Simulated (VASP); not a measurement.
Runs of VASP 6.6.1 on CsH. The structure is that of space group Pm-3m (No. 221), or close to it. The cells are those of the table. 

```csv
task,cell,cutoff (eV),smearing,gap on the mesh (eV),pressure (GPa)
single point,"a = 3.639 Å, 2 atoms",520,gaussian 0.02 eV,2.35,(a)
relaxation of cell and atoms,"relaxed from a = 3.639 Å, 2 atoms",600,gaussian 0.02 eV,2.36,0.0
relaxation of cell and atoms,"relaxed to 1 GPa from a = 3.639 Å, 2 atoms",600,gaussian 0.01 eV,(b),1.0
single point,"a = 3.582 Å, 2 atoms",520,gaussian 0.01 eV,2.27,1.2
```

Alike in all rows: level LDA; potentials or basis VASP PAW LDA potentials, release 64 (Cs_sv, H); no spin polarisation; k mesh 8 × 8 × 8.

Question: Estimate the missing entries.

Answer: (a) 0.1; (b) 2.30.

Caveats: spin-orbit coupling is left out, which moves the levels of the heavy elements; the cell is relaxed towards a set pressure, so the enthalpy falls and the energy may rise (some runs).

A k mesh can miss the band edges, and the runs leave out spin-orbit coupling on Cs.
